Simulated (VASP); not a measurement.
Set up this calculation in VASP 6.6.1, as the native input.

```
Task                   : single point
Functional             : PBEsol
Potentials or basis    : VASP PAW PBE potentials, release 64 (Li_sv)
Cutoff                 : 520 eV
k mesh                 : 19 × 19 × 10
Occupations            : fermi-dirac, width 0.1 eV
Spin                   : no spin polarisation
Dipole correction      : no
Further INCAR settings : ALGO = Normal; EDIFF = 1e-06; NBANDS = 10
```

The structure of Li lies in POSCAR:

```
Li
1.0
    2.2682673935      0.0000000000      0.0000000000
   -1.1341336968      1.9643771854      0.0000000000
    0.0000000000      0.0000000000      3.7729565476
Li
2
Direct
    0.3333333333      0.6666666667      0.2500000000
    0.6666666667      0.3333333333      0.7500000000
```

This isn't the form of Li at room conditions, which is bcc.

These files were run (other wordings do the same):

INCAR

```
PREC     = Accurate       # precision mode
ENCUT    = 520            # plane-wave cutoff, eV
EDIFF    = 1E-6           # SCF threshold, eV
ISMEAR   = -1             # smearing method
SIGMA    = 0.1            # smearing width, eV
LREAL    = False          # projectors in reciprocal space
LASPH    = True           # aspherical terms in the spheres
NELM     = 60             # most SCF steps
ALGO     = Normal         # electronic algorithm
ISIF     = 2              # what is computed and relaxed
LWAVE    = False          # write WAVECAR
LCHARG   = False          # write CHGCAR
GGA      = PS             # functional
NBANDS   = 10             # bands
```

KPOINTS

```
Automatic mesh
0
Gamma
  19 19 10
```

Potentials or basis: VASP PAW PBE potentials, release 64 (Li_sv).

The run is started by

```sh
$ cat potpaw_PBE.64/Li_sv/POTCAR > POTCAR
$ mpirun -np 1 vasp_std > vasp.out
```

Results of the run:

| Property | Result |
| --- | --- |
| Band gap on the k mesh | zero (bands 3 and 4 overlap by 6.01 eV) |

It took 18 s on 1 thread of Intel(R) Xeon(R) Platinum 8488C (Sapphire Rapids), on a shared host, peak memory 0.14 GiB.
